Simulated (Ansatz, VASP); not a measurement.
## One calculation of ScAl3, two programs

The input INCAR:

```
SYSTEM = ScAl3
PREC     = Accurate       ! precision mode
ENCUT    = 520            ! plane-wave cutoff, eV
EDIFF    = 1E-7           ! SCF threshold, eV
ISMEAR   = -1             ! smearing method
SIGMA    = 0.05           ! smearing width, eV
LREAL    = .FALSE.        ! projectors in reciprocal space
LASPH    = .TRUE.         ! aspherical terms in the spheres
NELM     = 60             ! most SCF steps
ALGO     = Fast           ! electronic algorithm
ISIF     = 2              ! what is computed and relaxed
LWAVE    = .FALSE.        ! write WAVECAR
LCHARG   = .FALSE.        ! write CHGCAR
GGA      = PE             ! functional
NBANDS   = 18             ! bands
```

The input KPOINTS:

```
Automatic mesh
0
G
  6 6 6
  0 0 0
```

The input POSCAR:

```
ScAl3
1.0
    4.1695627014      0.0000000000      0.0000000000
    0.0000000000      4.1695627014      0.0000000000
    0.0000000000      0.0000000000      4.0878065700
Sc Al
1 3
Direct
    0.0000000000      0.0000000000      0.0000000000
    0.5000000000      0.5000000000      0.0000000000
    0.0000000000      0.5000000000      0.5000000000
    0.5000000000      0.0000000000      0.5000000000
```

input.yaml

```yaml
crystal:
  lattice:
    - [4.1695627014, 0.0, 0.0]
    - [0.0, 4.1695627014, 0.0]
    - [0.0, 0.0, 4.08780657]
  atoms:
    - { symbol: Sc, position: [0.0, 0.0, 0.0] }
    - { symbol: Al, position: [0.5, 0.5, 0.0] }
    - { symbol: Al, position: [0.0, 0.5, 0.5] }
    - { symbol: Al, position: [0.5, 0.0, 0.5] }
hamiltonian:
  xc: pbe
  pseudopotentials: { kind: paw }
kpoints:
  mp_grid: { grid: [6, 6, 6] }
  band_path:
    path:
      - [[0.0, 0.0, 0.0], [0.0, 0.5, 0.0], [0.5, 0.5, 0.0], [0.0, 0.0, 0.0], [0.0, 0.0, 0.5], [0.0, 0.5, 0.5], [0.5, 0.5, 0.5], [0.0, 0.0, 0.5]]
      - [[0.0, 0.5, 0.0], [0.0, 0.5, 0.5]]
      - [[0.5, 0.5, 0.0], [0.5, 0.5, 0.5]]
    npoints: 14
scf:
  occupations: { method: fermi_dirac, width: 0.05 }
  n_extra_bands: 10
output:
  forces: true
  stress: true
  eigenvalues: true
  fatbands: false
  write_density: true
  write_potential: true
  elf: true
  volumetric_format: npy
```

Alike in both runs: functional PBE; k mesh 6 × 6 × 6; occupations fermi-dirac, width 0.05 eV; no spin polarisation.

```csv
,VASP,Ansatz
version,VASP 6.6.1,Ansatz 0.2.0
potentials or method,"VASP PAW PBE potentials, release 64 (Sc_sv, Al)",Ansatz PAW
plane-wave cutoff (eV),520,420
valence electrons in the cell,20,20
task,single point,band structure
```

```csv
,VASP,Ansatz,Ansatz less VASP
gap on the k mesh at the Fermi level (eV),none,none,-
pressure (GPa),-2.1,-2.1,-0.03
"traceless stress, the component that is largest in VASP (GPa)",1.27,1.27,-0.002
```

A gap of «none» marks a metal or a gap that the smearing closes.
